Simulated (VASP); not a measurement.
# H2CO in VASP: further runs

Runs on H2CO. Level: PBE+D3(BJ). Tasks: single point.

Everything below comes from runs of VASP 6.6.1. Logs are shortened: lines on timing, memory, paths and dates and some standing lists are left out, and cuts for length are marked.

### 1 The cell of the first run

The cell holds a disordered packing, 32 atoms: a = 8.754 Å, b = 8.754 Å, c = 8.754 Å, α = 90.00°, β = 90.00°, γ = 90.00°.

### 2 Single point, PBE+D3(BJ)

INCAR

```
ALGO = Normal
EDIFF = 1E-6
ENCUT = 1000
GGA = PE
GGA_COMPAT = False
ISIF = 2
ISMEAR = -1
IVDW = 12
LASPH = True
LCHARG = True
LELF = True
LREAL = Auto
LVHAR = True
LWAVE = False
NBANDS = 70
NELM = 120
PREC = Accurate
SIGMA = 0.02
```

KPOINTS

```
k-points
0
Gamma
  1 1 1
```

POSCAR

```
H2CO
1.0
    8.7538210000      0.0000000000      0.0000000000
    0.0000000000      8.7538210000      0.0000000000
    0.0000000000      0.0000000000      8.7538210000
C O H
8 8 16
Direct
    0.5591729600      0.7443035447      0.5425630705
    0.3493674362      0.2287686714      0.4333421942
    0.2601264065      0.8699058388      0.8262791757
    0.1172516550      0.5923470448      0.3892471642
    0.5868180307      0.6740942041      0.1733528707
    0.8035462457      0.3278911004      0.1219924419
    0.2492054612      0.4367692691      0.9262355262
    0.9046792252      0.1438000617      0.6571416071
    0.4385170773      0.6960960248      0.5571852566
    0.6800801616      0.7970804978      0.5345894096
    0.3381494778      0.0943702184      0.4610672300
    0.3683305839      0.3599799448      0.4026698741
    0.1505856700      0.8307800674      0.7625812774
    0.3697699553      0.9086203613      0.9003154165
    0.0941531704      0.5293916794      0.5062246532
    0.1317710289      0.6696047360      0.2775816412
    0.6577813277      0.6261722738      0.0675819165
    0.5968936308      0.5790043000      0.2612687648
    0.4651111783      0.6687251202      0.1597359599
    0.6376872454      0.7768036381      0.2151860313
    0.8199733579      0.4140363391      0.2091429560
    0.8375999464      0.3868367882      0.0177979422
    0.6845696297      0.2956423258      0.1208729308
    0.8606641603      0.2159057171      0.1519108056
    0.2963277408      0.4236664195      1.0397516696
    0.2249303476      0.3211740336      0.8844594835
    0.3289991879      0.5036886178      0.8550551810
    0.1353694575      0.5021578577      0.9314104092
    0.9222144250      0.2037281777      0.7590171195
    0.7854512904      0.1033491546      0.6370589483
    0.9752655440      0.0371266445      0.6679140458
    0.9341977635      0.1858616940      0.5412493584
```

Potentials or basis: VASP PAW PBE potentials, release 64 (C_h, O_h, H_h).

The run is started by

```
$ cat potpaw_PBE.64/C_h/POTCAR potpaw_PBE.64/O_h/POTCAR potpaw_PBE.64/H_h/POTCAR > POTCAR
$ mpirun -np 1 vasp_gam > vasp.out
```

OUTCAR:

```text
EDIFF = 1E-6
   ENCUT = 1000
   GGA = PE
   ISIF = 2
   ISMEAR = -1
   IVDW = 12
   LASPH = True
   LREAL = Auto
   NELM = 120
   PREC = Accurate
 IVDW          = 12

 ion  position               nearest neighbor table
   1  0.559  0.744  0.543-   9 1.14  10 1.16
   2  0.349  0.229  0.433-  12 1.19  11 1.21
   3  0.260  0.870  0.826-  13 1.16  14 1.21
   4  0.117  0.592  0.389-  15 1.18  16 1.20
   5  0.587  0.674  0.173-  20 1.07  19 1.07  18 1.14  17 1.19
   6  0.804  0.328  0.122-  23 1.08  21 1.08  22 1.09  24 1.13
   7  0.249  0.437  0.926-  25 1.08  26 1.10  27 1.10  28 1.15
   8  0.905  0.144  0.657-  29 1.05  32 1.11  30 1.12  31 1.12
   9  0.439  0.696  0.557-   1 1.14
  10  0.680  0.797  0.535-   1 1.16
  11  0.338  0.094  0.461-   2 1.21
  12  0.368  0.360  0.403-   2 1.19
  13  0.151  0.831  0.763-   3 1.16
  14  0.370  0.909  0.900-   3 1.21
[... 16 lines left out ...]
  31  0.975  0.037  0.668-   8 1.12
  32  0.934  0.186  0.541-   8 1.11

  LATTYP: Found a simple cubic cell.
 ALAT       =     8.7538210000

  Lattice vectors:

 A1 = (   8.7538210000,   0.0000000000,   0.0000000000)
 A2 = (   0.0000000000,   8.7538210000,   0.0000000000)
 A3 = (   0.0000000000,   0.0000000000,   8.7538210000)

Analysis of symmetry for initial positions (statically):
=====================================================================
 Subroutine PRICEL returns:
 Original cell was already a primitive cell.

 Routine SETGRP: Setting up the symmetry group for a
 simple cubic supercell.

 Subroutine GETGRP returns: Found  1 space group operations
 (whereof  1 operations were pure point group operations)
 out of a pool of 48 trial point group operations.

The static configuration has the point symmetry C_1 .

Analysis of symmetry for dynamics (positions and initial velocities):
=====================================================================
 Subroutine PRICEL returns:
 Original cell was already a primitive cell.

 Routine SETGRP: Setting up the symmetry group for a
 simple cubic supercell.

 Subroutine GETGRP returns: Found  1 space group operations
 (whereof  1 operations were pure point group operations)
 out of a pool of 48 trial point group operations.

The dynamic configuration has the point symmetry C_1 .

 Subroutine INISYM returns: Found  1 space group operations
 (whereof  1 operations are pure point group operations),
 and found     1 'primitive' translations
[... 129 lines left out ...]
   ENCUT  = 1000.0 eV  73.50 Ry    8.57 a.u.  22.57 22.57 22.57*2*pi/ulx,y,z
   NELM   =    120;   NELMIN=  2; NELMDL= -5     # of ELM steps
   EDIFF  = 0.1E-05   stopping-criterion for ELM
   LREAL  =      T    real-space projection
   EDIFFG = 0.1E-04   stopping-criterion for IOM
   NSW    =      0    number of steps for IOM
[... 5 lines left out ...]
   TEBEG  =    0.0;   TEEND  =   0.0 temperature during run
   PSTRESS=    0.0 pullay stress
   NELECT =      96.0000    total number of electrons
   NUPDOWN=      -1.0000    fix difference up-down
   EMIN   =  10.00;   EMAX   =-10.00  energy-range for DOS
   EFERMI =   0.00;   METHOD = LEGACY
   ISMEAR =    -1;   SIGMA  =   0.02  broadening in eV -4-tet -1-fermi 0-gaus
   EFERMI_NEDOS =   21; number of points for ismear=-14 and -15
   IALGO  =     38    algorithm
   IMIX   =      4    mixing-type and parameters
     AMIX     =   0.40;   BMIX     =  1.00
     AMIX_MAG =   1.60;   BMIX_MAG =  1.00
  volume/ion in A,a.u.               =      20.96       141.46
  Fermi-wavevector in a.u.,A,eV,Ry     =   0.856316  1.618203  9.976849  0.733278
  Thomas-Fermi vector in A             =   1.973200
   LORBIT       =      0    0 simple, 1 ext, 2 COOP (PROOUT), +10 PAW based schemes
   GGA     = PE    functional components
   LHFCALC =     F    Hartree Fock is set to
   AEXX    =    0.0000 exact exchange contribution
   IVDW    =    12    specifies the selected vdW correction
   LEPSILON=     F    determine dielectric tensor
   LRPA    =     F    only Hartree local field effects (RPA)
 non-spin polarized calculation
  energy-cutoff  :     1000.00
  volume of cell :      670.80
 maximum number of plane-waves:     24149
 NGX is ok and might be reduce to    90
   NGX = 45   NGY = 45   NGZ = 45

 number of electron      96.0000001 magnetization

 Free energy of the ion-electron system (eV)
  ---------------------------------------------------
  ext. energy  EPLUGINS =         0.00000000
  ---------------------------------------------------
  free energy    TOTEN  =      -188.25505333 eV

  energy without entropy =     -188.25505333  energy(sigma->0) =     -188.25505333

 E-fermi :  -5.6916     XC(G=0):  -5.0044

 val. band max:       -6.2635829802   @ k =   0.0000   0.0000   0.0000
 cond. band min:       0.1140830969   @ k =   0.0000   0.0000   0.0000
 fundamental gap:      6.3776660770
 Fermi energy:        -5.6916173744

 k-point     1 :       0.0000    0.0000    0.0000
  band No.  band energies     occupation
      1     -27.0752      2.00000
      2     -26.7024      2.00000
      3     -26.6960      2.00000
      4     -26.4029      2.00000
      5     -26.0265      2.00000
      6     -25.6545      2.00000
[... 52 lines left out ...]
     59       2.2296      0.00000
     60       2.3944      0.00000
 [bands above 60 left out]

------------------------ aborting loop because EDIFF is reached ----------------------------------------

 Edisp (eV)   -0.79842

 E8    (eV) :    -0.1799

  FORCE on cell =-STRESS in cart. coord.  units (eV):
  Direction    XX          YY          ZZ          XY          YZ          ZX
  --------------------------------------------------------------------------------------
  -------------------------------------------------------------------------------------
  Total       0.75804    -8.90661    -4.89190     1.32488     4.08598     0.54152
  in kB       1.81054   -21.27307   -11.68409     3.16441     9.75919     1.29340
  external pressure =      -10.38 kB  Pullay stress =        0.00 kB

 VOLUME and BASIS-vectors are now :
 -----------------------------------------------------------------------------
  energy-cutoff  :     1000.00
  volume of cell :      670.80
      direct lattice vectors                 reciprocal lattice vectors
     8.753821000  0.000000000  0.000000000     0.114235829  0.000000000  0.000000000
     0.000000000  8.753821000  0.000000000     0.000000000  0.114235829  0.000000000
     0.000000000  0.000000000  8.753821000     0.000000000  0.000000000  0.114235829

 POSITION                                       TOTAL-FORCE (eV/Angst)
 -----------------------------------------------------------------------------------
      4.89490      6.51550      4.74950         1.284324      0.758737      0.155609
      3.05830      2.00260      3.79340         0.425914     -1.107931      0.014280
      2.27710      7.61500      7.23310         2.612080      0.859784      2.263410
      1.02640      5.18530      3.40740        -0.396342      1.464048     -0.380145
      5.13690      5.90090      1.51750         1.593755     -3.382003     -0.687745
      7.03410      2.87030      1.06790         0.357896     -0.912344      0.528276
[... 24 lines left out ...]
      8.53730      0.32500      5.84680        -0.491321      0.451672     -0.035138
      8.17780      1.62700      4.73800         0.331298      0.784823      0.820344
 -----------------------------------------------------------------------------------
    total drift:                                0.000439     -0.002251      0.002076

  FREE ENERGIE OF THE ION-ELECTRON SYSTEM (eV)
  ---------------------------------------------------
  free  energy   TOTEN  =      -189.0534744520 eV

  energy  without entropy=     -189.0534744520  energy(sigma->0) =     -189.05347445
```

Wall time 4.6 min (1 thread of Intel Xeon Platinum 8488C (Sapphire Rapids), shared host); peak memory 1.2 GiB.

Results:

```yaml
Free_energy: -189.0535 eV
Pressure: -1.0 GPa
Largest_force: 3.878 eV/Å
Band_gap_on_the_k_mesh: 6.38 eV
Dispersion_energy_per_atom: -0.025 eV
```

Forces in eV/Å, atoms in the order of the input:
```
C    1.284  0.759  0.156
C    0.426 -1.108  0.014
C    2.612  0.860  2.263
C   -0.396  1.464 -0.380
C    1.594 -3.382 -0.688
C    0.358 -0.912  0.528
C   -1.401  0.821 -0.193
C   -0.312 -2.966 -2.479
O   -2.658 -1.183  0.164
O    1.385  0.481 -0.257
O    0.067  3.029 -0.506
O   -0.400 -2.007  0.472
O   -0.424 -0.158 -0.495
O   -2.183 -0.746 -1.786
O    0.304  0.151 -1.115
O    0.008 -1.564  1.544
H   -1.509  1.024  1.624
H    0.495  0.838 -0.444
H   -0.678  0.769 -0.750
H    0.021  0.802  0.205
H    0.096  0.002  0.686
H    0.152 -0.579 -0.446
H   -0.721  0.245 -0.257
H    0.186  1.172 -0.507
H    0.121  0.172  0.494
H    0.161  0.151 -0.365
H   -0.169 -0.434 -0.002
H    1.293 -0.717  0.057
H    0.079  1.559  0.980
H    0.367  0.221  0.695
H   -0.491  0.452 -0.035
H    0.331  0.785  0.820
```

Levels at points of the mesh, in eV from the valence-band top:
```tsv
k point	band 46	band 47	band 48	band 49	band 50	band 51
(0.00, 0.00, 0.00)	-0.19	-0.06	0.00	6.38	7.23	7.39
```

Caveat: the k points lie up to 0.72 Å⁻¹ apart.

### 3 Single point, PBE+D3(BJ)

INCAR

```
PREC = Accurate ; ENCUT = 1000
EDIFF = 1E-6 ; ISMEAR = -1
SIGMA = 0.002 ; LREAL = Auto
LASPH = True ; NELM = 120
ALGO = Normal ; ISIF = 2
LWAVE = False ; LCHARG = False
GGA = PE ; IVDW = 12
NBANDS = 70 ; GGA_COMPAT = False
```

KPOINTS

```
Automatic mesh
0
Gamma
  1 1 1
```

POSCAR

```
H2CO
1.0
    8.7538210000      0.0000000000      0.0000000000
    0.0000000000      8.7538210000      0.0000000000
    0.0000000000      0.0000000000      8.7538210000
C O H
8 8 16
Direct
    0.5381078731      0.7335082589      0.5519075613
    0.3261547158      0.1804012214      0.4213817029
    0.2819568735      0.9159771487      0.8239716119
    0.1648765722      0.6118356772      0.4470504937
    0.6683138712      0.7251461962      0.0886241562
    0.7913572827      0.2650728179      0.1446682540
    0.2479602907      0.4016303281      0.8981792065
    0.9067811645      0.1052568930      0.6844668174
    0.4208105238      0.6772585366      0.5679691189
    0.6585124370      0.7909346102      0.5397757162
    0.2926036527      0.0504122714      0.4320170586
    0.3504069823      0.3085623981      0.3869852948
    0.1845594055      0.8204417248      0.8050084643
    0.3843121764      0.9992322210      0.8261992106
    0.1183026246      0.5716703597      0.5688373112
    0.1876894673      0.6607286121      0.3232759729
    0.7165556618      0.6137319920      0.0791997003
    0.7318632629      0.7870848627      0.1849820781
    0.5347721869      0.7148878187      0.1038746394
    0.6941654393      0.7762438825     -0.0290501713
    0.8806097360      0.1740839800      0.1292921114
    0.8089267532      0.3116353419      0.2537406237
    0.6703701161      0.2279575970      0.1374942439
    0.8188195760      0.3522690263      0.0524113984
    0.3635669498      0.4125284262      0.8448881923
    0.2636334465      0.3318665072      1.0064405018
    0.1574398197      0.3551020749      0.8219724849
    0.2246561816      0.5247651283      0.9241107398
    0.9904703329      0.1718906521      0.7551559485
    0.8234461271      0.1625690084      0.6208146134
    0.8558776790      0.0109209453      0.7510434586
    0.9741460329      0.0512119222      0.5911932629
```

Potentials or basis: VASP PAW PBE potentials, release 64 (C_h, O_h, H_h).

The run is started by

```
$ cat potpaw_PBE.64/C_h/POTCAR potpaw_PBE.64/O_h/POTCAR potpaw_PBE.64/H_h/POTCAR > POTCAR
$ mpirun -np 1 vasp_gam > vasp.out
```

Run time: 3.4 min. Hardware: 1 thread of AMD EPYC 7R13 (Zen 3), shared host; peak memory 1.2 GiB.

Results (log left out):

* Free energy: -189.0055 eV
* Pressure: -1.2 GPa
* Largest force: 4.615 eV/Å
* Band gap on the k mesh: 6.20 eV
* Dispersion energy per atom: -0.024 eV

Forces in eV/Å, atoms in the order of the input:
```
C    2.461  1.161 -0.149
C   -0.530  0.096 -1.451
C   -2.788 -3.439 -1.302
C   -1.872  0.198  0.796
C   -1.066  1.324 -0.430
C    0.579 -0.294 -2.197
C    0.768  0.518  0.632
C    2.152 -1.640  0.358
O   -1.909 -0.993  0.320
O   -0.169 -0.057 -0.099
O    0.436  0.653  0.634
O    0.113 -0.765  0.855
O    1.772  2.263  0.895
O    0.982  1.219  0.450
O    1.121  0.277 -1.915
O    0.386 -0.596  0.946
H    0.213 -1.141  0.202
H   -1.021 -0.445 -1.122
H    2.200  0.319 -0.016
H   -0.363 -0.041  1.369
H   -0.980  0.168  0.049
H    0.271  0.909  1.483
H    0.613 -0.180 -0.245
H   -0.468 -0.618  0.908
H   -0.654 -0.595 -0.164
H   -0.377  0.682 -0.927
H    0.656  0.193  0.305
H   -0.369 -0.800  0.180
H   -0.973 -0.084 -0.466
H   -1.344  1.467 -0.294
H    0.095  0.342 -0.051
H    0.067 -0.100  0.445
```

Stress tensor (GPa, compression positive):
```
-1.08 -0.66  0.17
-0.66 -0.79  0.52
 0.17  0.52 -1.73
```

Levels at points of the mesh, in eV from the valence-band top:
| k point | band 44 | band 45 | band 46 | band 47 | band 48 | band 49 | band 50 | band 51 | band 52 | band 53 |
| --- | --- | --- | --- | --- | --- | --- | --- | --- | --- | --- |
| (0.00, 0.00, 0.00) | -0.29 | -0.26 | -0.15 | -0.01 | 0.00 | 6.20 | 7.04 | 7.35 | 7.50 | 7.76 |

Caveat: the k points lie up to 0.72 Å⁻¹ apart; the atoms stand as in a frame of molecular dynamics.
